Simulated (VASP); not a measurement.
# Al3Ni2 (P-3m1) in VASP: notebook

The runs below take Al3Ni2 through single point, relaxation of cell and atoms, with r2SCAN.

All numbers are computed with VASP 6.6.1; they aren't measurements. Logs are shortened: lines on timing, memory, paths and dates and some standing lists are left out, and cuts for length are marked.

### Step 1. The cell of the first run

The structure is trigonal, space group P-3m1 (No. 164). The conventional cell has a = 4.017 Å, b = 4.017 Å, c = 4.843 Å, α = 90.00°, β = 90.00°, γ = 120.00°. Al (site symmetry -3m) has 6 Ni at 2.43 Å and 6 Al at 2.88 Å within 3.2 Å. Within 3.2 Å of Al (site symmetry 3m) lie 5 Ni at 2.41 to 2.52 Å and 6 Al at 2.73 to 2.88 Å. Ni (site symmetry 3m) has 8 Al at 2.41 to 2.52 Å and 3 Ni at 2.72 Å within 3.2 Å.

### Step 2. Single point, r2SCAN

Input file POSCAR:

```
Al3Ni2
1.0
    4.0171733815      0.0000000000      0.0000000000
   -2.0085866908      3.4789741998      0.0000000000
    0.0000000000      0.0000000000      4.8433569654
Al Ni
3 2
Direct
    0.0000000000      0.0000000000      0.0000000000
    0.3333333333      0.6666666667      0.6481120198
    0.6666666667      0.3333333333      0.3518879802
    0.3333333333      0.6666666667      0.1465191005
    0.6666666667      0.3333333333      0.8534808995
```

Input file INCAR.step1:

```
SYSTEM = Al3Ni2
PREC = Accurate
ENCUT = 520
ISMEAR = 0
SIGMA = 0.1
LREAL = .FALSE.
LASPH = .TRUE.
NELM = 80
NBANDS = 22
GGA = PE
ALGO = Normal
EDIFF = 1E-4
LWAVE = .TRUE.
LCHARG = .FALSE.
```

Input file INCAR.step2:

```
SYSTEM = Al3Ni2
PREC = Accurate
ENCUT = 520
EDIFF = 1E-7
ISMEAR = 0
SIGMA = 0.1
LREAL = .FALSE.
LASPH = .TRUE.
NELM = 80
ALGO = Normal
ISIF = 2
LWAVE = .FALSE.
LCHARG = .FALSE.
METAGGA = R2SCAN
LMIXTAU = .TRUE.
NBANDS = 22
ISTART = 1
```

Input file KPOINTS:

```
Automatic mesh
0
G
  6 6 4
  0 0 0
```

Potentials or basis: VASP PAW PBE potentials, release 64 (Al, Ni).

Command:

```bash
> cat potpaw_PBE.64/Al/POTCAR potpaw_PBE.64/Ni/POTCAR > POTCAR
> cp INCAR.step1 INCAR
> mpirun -np 1 vasp_std > vasp.out
> cp INCAR.step2 INCAR
> mpirun -np 1 vasp_std > vasp.out
```

OUTCAR:

```text
SYSTEM = Al3Ni2
   PREC = Accurate
   ENCUT = 520
   EDIFF = 1E-7
   ISMEAR = 0
   LREAL = .FALSE.
   LASPH = .TRUE.
   NELM = 80
   ISIF = 2
   METAGGA = R2SCAN
   ISTART = 1

 ion  position               nearest neighbor table
   1  0.000  0.000  0.000-   4 2.43   5 2.43   5 2.43   4 2.43   5 2.43   4 2.43   2 2.88   3 2.88
                             2 2.88   3 2.88   3 2.88   2 2.88
   2  0.333  0.667  0.648-   4 2.41   4 2.43   5 2.52   5 2.52   5 2.52   3 2.73   3 2.73   3 2.73
                             1 2.88   1 2.88   1 2.88
   3  0.667  0.333  0.352-   5 2.41   5 2.43   4 2.52   4 2.52   4 2.52   2 2.73   2 2.73   2 2.73
                             1 2.88   1 2.88   1 2.88
   4  0.333  0.667  0.147-   2 2.41   1 2.43   1 2.43   1 2.43   2 2.43   3 2.52   3 2.52   3 2.52
                             5 2.72   5 2.72   5 2.72
   5  0.667  0.333  0.853-   3 2.41   1 2.43   1 2.43   1 2.43   3 2.43   2 2.52   2 2.52   2 2.52
                             4 2.72   4 2.72   4 2.72

  LATTYP: Found a hexagonal cell.
 ALAT       =     4.0171733815
 C/A-ratio  =     1.2056629141

  Lattice vectors:

 A1 = (   4.0171733815,   0.0000000000,   0.0000000000)
 A2 = (  -2.0085866908,   3.4789741998,   0.0000000000)
 A3 = (   0.0000000000,   0.0000000000,   4.8433569654)

Analysis of symmetry for initial positions (statically):
=====================================================================
 Subroutine PRICEL returns:
 Original cell was already a primitive cell.

 Routine SETGRP: Setting up the symmetry group for a
 hexagonal supercell.

 Subroutine GETGRP returns: Found 12 space group operations
 (whereof 12 operations were pure point group operations)
 out of a pool of 24 trial point group operations.

The static configuration has the point symmetry D_3d.

Analysis of symmetry for dynamics (positions and initial velocities):
=====================================================================
 Subroutine PRICEL returns:
 Original cell was already a primitive cell.

 Routine SETGRP: Setting up the symmetry group for a
 hexagonal supercell.

 Subroutine GETGRP returns: Found 12 space group operations
 (whereof 12 operations were pure point group operations)
 out of a pool of 24 trial point group operations.

The dynamic configuration has the point symmetry D_3d.

 Subroutine INISYM returns: Found 12 space group operations
 (whereof 12 operations are pure point group operations),
 and found     1 'primitive' translations

[... 102 lines left out ...]
   NSW    =      0    number of steps for IOM
   IBRION =     -1    ionic relax: 0-MD 1-quasi-New 2-CG
   NFREE  =      0    steps in history (QN), initial steepest desc. (CG)
   ISIF   =      2    stress and relaxation
   ISYM   =      2    0-nonsym 1-usesym 2-fastsym
   POTIM  = 0.5000    time-step for ionic-motion
   TEBEG  =    0.0;   TEEND  =   0.0 temperature during run
   PSTRESS=    0.0 pullay stress
   NELECT =      29.0000    total number of electrons
   NUPDOWN=      -1.0000    fix difference up-down
   EMIN   =  10.00;   EMAX   =-10.00  energy-range for DOS
   EFERMI =   0.00;   METHOD = LEGACY
   ISMEAR =     0;   SIGMA  =   0.10  broadening in eV -4-tet -1-fermi 0-gaus
   EFERMI_NEDOS =   21; number of points for ismear=-14 and -15
   IALGO  =     38    algorithm
   IMIX   =      4    mixing-type and parameters
     AMIX     =   0.40;   BMIX     =  1.00
     AMIX_MAG =   1.60;   BMIX_MAG =  1.00
  volume/ion in A,a.u.               =      13.54        91.36
  Fermi-wavevector in a.u.,A,eV,Ry     =   1.234150  2.332206 20.723403  1.523127
  Thomas-Fermi vector in A             =   2.368852
   LORBIT       =      0    0 simple, 1 ext, 2 COOP (PROOUT), +10 PAW based schemes
   METAGGA = R2SCAN    functional components
   LHFCALC =     F    Hartree Fock is set to
   AEXX    =    0.0000 exact exchange contribution
   IVDW    =     0    specifies the selected vdW correction
   LEPSILON=     F    determine dielectric tensor
   LRPA    =     F    only Hartree local field effects (RPA)
 non-spin polarized calculation
 Gauss-broadening in eV      SIGMA  =   0.10
  energy-cutoff  :      520.00
  volume of cell :       67.69
 maximum number of plane-waves:      1849
 NGX is ok and might be reduce to    30
   NGX = 15   NGY = 15   NGZ = 19

 number of electron      28.9999984 magnetization

 Free energy of the ion-electron system (eV)
  ---------------------------------------------------
  ext. energy  EPLUGINS =         0.00000000
  ---------------------------------------------------
  free energy    TOTEN  =       -47.36482684 eV

  energy without entropy =      -47.36004533  energy(sigma->0) =      -47.36243609

 E-fermi :   8.5796     XC(G=0): -12.0425

 val. band max:        8.3901396754   @ k =   0.1667   0.1667   0.5000
 cond. band min:       8.6323387867   @ k =   0.3333  -0.0000   0.5000
 fundamental gap:      0.2421991113
 Fermi energy:         8.5795759495

 k-point     1 :       0.0000    0.0000    0.0000
  band No.  band energies     occupation
      1      -2.6329      2.00000
      2       3.0269      2.00000
      3       3.4683      2.00000
      4       4.7470      2.00000
      5       4.7470      2.00000
      6       5.3987      2.00000
[... 589 lines left out ...]
     21      16.8258      0.00000
     22      17.6328      0.00000

------------------------ aborting loop because EDIFF is reached ----------------------------------------

  FORCE on cell =-STRESS in cart. coord.  units (eV):
  Direction    XX          YY          ZZ          XY          YZ          ZX
  --------------------------------------------------------------------------------------
  -------------------------------------------------------------------------------------
  Total       -0.0935563     -0.0935563     -0.2125132      0.0000000      0.0000000      0.0000000
  in kB       -2.2144468     -2.2144468     -5.0301194      0.0000000      0.0000000      0.0000000
  external PRESSURE =      -3.1530044 kB  Pullay stress =       0.0000000 kB

 VOLUME and BASIS-vectors are now :
 -----------------------------------------------------------------------------
  energy-cutoff  :      520.00
  volume of cell :       67.69
      direct lattice vectors                 reciprocal lattice vectors
     4.017173382  0.000000000  0.000000000     0.248931252  0.143720525  0.000000000
    -2.008586691  3.478974200  0.000000000     0.000000000  0.287441051  0.000000000
     0.000000000  0.000000000  4.843356965     0.000000000  0.000000000  0.206468366

 POSITION                                       TOTAL-FORCE (eV/Angst)
 -----------------------------------------------------------------------------------
      0.00000      0.00000      0.00000         0.000000      0.000000      0.000000
     -0.00000      2.31932      3.13904         0.000000      0.000000      0.011748
      2.00859      1.15966      1.70432        -0.000000      0.000000     -0.011748
     -0.00000      2.31932      0.70964         0.000000      0.000000      0.012029
      2.00859      1.15966      4.13371         0.000000      0.000000     -0.012029
 -----------------------------------------------------------------------------------
    total drift:                                0.000000      0.000000      0.000000

  FREE ENERGIE OF THE ION-ELECTRON SYSTEM (eV)
  ---------------------------------------------------
  free  energy   TOTEN  =       -47.3648268403 eV

  energy  without entropy=      -47.3600453342  energy(sigma->0) =      -47.36243609
```

OSZICAR.step1:

```text
N       E                     dE             d eps       ncg     rms          rms(c)
DAV:   1     0.141600785287E+03    0.14160E+03   -0.11778E+04  1056   0.134E+03
DAV:   2    -0.210242641591E+02   -0.16263E+03   -0.15318E+03  1062   0.273E+02
DAV:   3    -0.282214625542E+02   -0.71972E+01   -0.69968E+01  1288   0.728E+01
DAV:   4    -0.283781693193E+02   -0.15671E+00   -0.15654E+00  1234   0.953E+00
DAV:   5    -0.283837389072E+02   -0.55696E-02   -0.55693E-02  1278   0.195E+00    0.181E+01
DAV:   6    -0.343633083557E+02   -0.59796E+01   -0.72074E+01  1218   0.151E+02    0.262E+01
DAV:   7    -0.254227927054E+02    0.89405E+01   -0.24192E+01  1244   0.912E+01    0.314E+00
DAV:   8    -0.253205126419E+02    0.10228E+00   -0.23940E+00  1624   0.175E+01    0.249E+00
DAV:   9    -0.252543184133E+02    0.66194E-01   -0.30031E-01  1270   0.890E+00    0.710E-01
DAV:  10    -0.252500319234E+02    0.42865E-02   -0.16326E-02  1606   0.187E+00    0.303E-01
DAV:  11    -0.252500698364E+02   -0.37913E-04   -0.10599E-03  1290   0.259E-01    0.964E-02
DAV:  12    -0.252500763046E+02   -0.64682E-05   -0.64267E-05   762   0.611E-02
   1 F= -.25250076E+02 E0= -.25247416E+02  d E =-.532019E-02
```

Wall time 4.5 min (1 thread of Intel Xeon 8259CL, shared host); peak memory 0.2 GiB.

Results:

| Item | Value |
| --- | --- |
| Free energy | -47.3648 eV |
| Pressure | -0.3 GPa |
| Largest force | 0.012 eV/Å |
| Band gap on the k mesh | zero (an odd number of electrons rules out a gap without spin polarisation) |

Forces on the atoms (eV/Å):
```
Al   0.000  0.000  0.000
Al   0.000  0.000  0.012
Al   0.000  0.000 -0.012
Ni   0.000  0.000  0.012
Ni   0.000  0.000 -0.012
```

Caveat: the PAW data sets were made with another functional, which shifts forces and pressure a little.

(Part 1 of 2 ends here.)
